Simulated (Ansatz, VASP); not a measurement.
## Si in VASP and in Ansatz

Contents of INCAR:

```
ALGO = Normal
EDIFF = 1E-6
ENCUT = 520
GGA = CA
ISIF = 2
ISMEAR = 0
LASPH = True
LCHARG = False
LREAL = False
LWAVE = False
NBANDS = 16
NELM = 80
PREC = Accurate
SIGMA = 0.03
```

Contents of KPOINTS:

```
k-points
0
Gamma
  12 12 6
```

The input POSCAR:

```
Si
1.0
    3.7054125847      0.0000000000      0.0000000000
   -1.8527062924      3.2089814298      0.0000000000
    0.0000000000      0.0000000000      6.6197195825
Si
4
Direct
    0.3333333333      0.6666666667      0.0534951140
    0.6666666667      0.3333333333      0.5534951140
    0.3333333333      0.6666666667      0.4465048860
    0.6666666667      0.3333333333      0.9465048860
```

Input for Ansatz:

```yaml
crystal:
  lattice:
    - [3.7054125847, 0.0, 0.0]
    - [-1.8527062924, 3.2089814298, 0.0]
    - [0.0, 0.0, 6.6197195825]
  atoms:
    - { symbol: Si, position: [0.3333333333, 0.6666666667, 0.053495114] }
    - { symbol: Si, position: [0.6666666667, 0.3333333333, 0.553495114] }
    - { symbol: Si, position: [0.3333333333, 0.6666666667, 0.446504886] }
    - { symbol: Si, position: [0.6666666667, 0.3333333333, 0.946504886] }
basis:
  ecutwfc: 420
kpoints:
  mp_grid: { grid: [12, 12, 6] }
hamiltonian:
  xc: lda
  pseudopotentials: { kind: paw, azcp: { folder: soft_1 } }
scf:
  occupations: { method: gaussian, width: 0.03 }
output:
  forces: true
  stress: true
  eigenvalues: true
```

Alike in both runs: task single point; functional LDA; k mesh 12 × 12 × 6; occupations gaussian, width 0.03 eV; no spin polarisation.

|  | VASP | Ansatz |
| --- | --- | --- |
| version | VASP 6.6.1 | Ansatz 0.2.0 |
| potentials or method | VASP PAW LDA potentials, release 64 (Si), cutoff 520 eV | scalar-relativistic, plane waves, PAW |
| valence electrons in the cell | 16 | 16 |

VASP gave:

```
gap on the k mesh at the Fermi level (eV)                     : 0.31
least direct gap on the mesh (eV)                             : 0.59
pressure (GPa)                                                : 3.1
traceless stress, the component that is largest in VASP (GPa) : -13.75
rms of the force components (eV/Å)                            : 1.015
```

Estimate Ansatz's values.

gap on the k mesh at the Fermi level (eV): 0.31; least direct gap on the mesh (eV): 0.58; pressure (GPa): 3.0; traceless stress, the component that is largest in VASP (GPa): -13.70; rms of the force components (eV/Å): 1.015.

Ansatz warns that its potentials were made for another functional, while VASP's fit it. LDA's correlation is that of Perdew and Zunger in VASP and of Perdew and Wang (1992) in Ansatz. Atom by atom the forces differ by 0.001 eV/Å (rms over components).
